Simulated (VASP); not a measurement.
Runs of VASP 6.6.1 on GaN. The structure is that of space group Fm-3m (No. 225), or close to it. The cells are those of the table. 

```tsv
cell	gap on the mesh (eV)	pressure (GPa)
a = 3.098 Å, angles 60.0°, 2 atoms	(a)	-21.1
a = 3.046 Å, angles 60.0°, 2 atoms	0.74	-12.8
a = 3.072 Å, angles 60.0°, 2 atoms	(b)	-17.3
a = 2.937 Å, angles 60.0°, 2 atoms	1.48	13.8
a = 2.993 Å, angles 60.0°, 2 atoms	1.10	-1.3
a = 2.965 Å, angles 60.0°, 2 atoms	1.28	5.7
```

Alike in all rows: task single point; level r2SCAN; potentials or basis VASP PAW PBE potentials, release 64 (Ga_d, N); no spin polarisation; k mesh 8 × 8 × 8; cutoff (eV) 520; smearing gaussian 0.01 eV.

**Question.** Estimate the missing entries.

**Answer.** (a) 0.42; (b) 0.58.

Caveats: the PAW data sets were made with another functional, which shifts forces and pressure a little.

A k mesh can miss the band edges, and the runs leave out spin-orbit coupling on Ga.
